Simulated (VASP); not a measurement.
TiO2: single point with RPBE+D4

The system is TiO2.

```xyz
9
Lattice="2.9676 -0.0001 0.0001 0.0001 4.6691 -0.0174 1.4835 0.2142 7.1065" Properties=species:S:1:pos:R:3 pbc="T T T"
Ti    0.0101    0.0019    0.0050
Ti    1.4964    2.3319    2.2502
Ti    2.9798    2.5551    4.8490
O     1.4957    0.9210    0.8909
O     2.9794    1.4748    3.1942
O     1.4956    1.5868    5.7005
O     2.9796    3.3004    1.3988
O     1.4957    3.4123    3.9051
O     2.9793    3.9661    6.2084
```

* Program: VASP 6.6.1
* Task: single point
* Functional: RPBE
* Dispersion: D4
* Potentials or basis: VASP PAW PBE potentials, release 64 (Ti_sv, O)
* Cutoff: 520 eV
* k mesh: 9 × 6 × 4
* Occupations: fermi-dirac, width 0.05 eV
* Spin: no spin polarisation

| Property | Result |
| --- | --- |
| Pressure | 0.6 GPa |
| Largest force | 0.059 eV/Å |
| Band gap on the k mesh | 2.28 eV (least direct gap 2.33 eV) |
| Dispersion energy per atom | -0.420 eV |

Forces on the atoms (eV/Å):
```
Ti   0.000  0.000  0.000
Ti  -0.001 -0.006 -0.027
Ti  -0.001  0.006  0.027
O    0.000  0.018  0.018
O    0.001 -0.058  0.006
O    0.000 -0.015  0.010
O    0.001  0.015 -0.010
O    0.000  0.058 -0.007
O    0.000 -0.018 -0.018
```

Stress tensor (GPa, compression positive):
```
0.77 0.00 0.00
0.00 0.45 0.00
0.00 0.00 0.71
```

Levels at points of the mesh, in eV from the valence-band top:
```tsv
k point	band 33	band 34	band 35	band 36	band 37	band 38	band 39	band 40
(0.00, 0.00, 0.00)	-0.45	-0.36	-0.25	-0.05	2.28	2.67	2.82	2.92
(0.00, 0.50, 0.00)	-1.09	-0.93	-0.85	-0.76	2.38	2.68	2.79	2.98
(0.00, 0.00, 0.50)	-0.90	-0.82	-0.28	-0.17	2.41	2.67	2.82	2.97
(0.00, 0.50, 0.50)	-0.89	-0.75	-0.70	-0.26	2.36	2.57	2.69	2.88
```

It took 3.4 min on 1 thread of Intel(R) Xeon(R) 6975P-C (Granite Rapids) (shared host), peak memory 0.46 GiB.

Caveat: the PAW data sets were made with another functional, which shifts forces and pressure a little; an odd mesh through Γ misses points on the zone boundary, where band edges can lie.
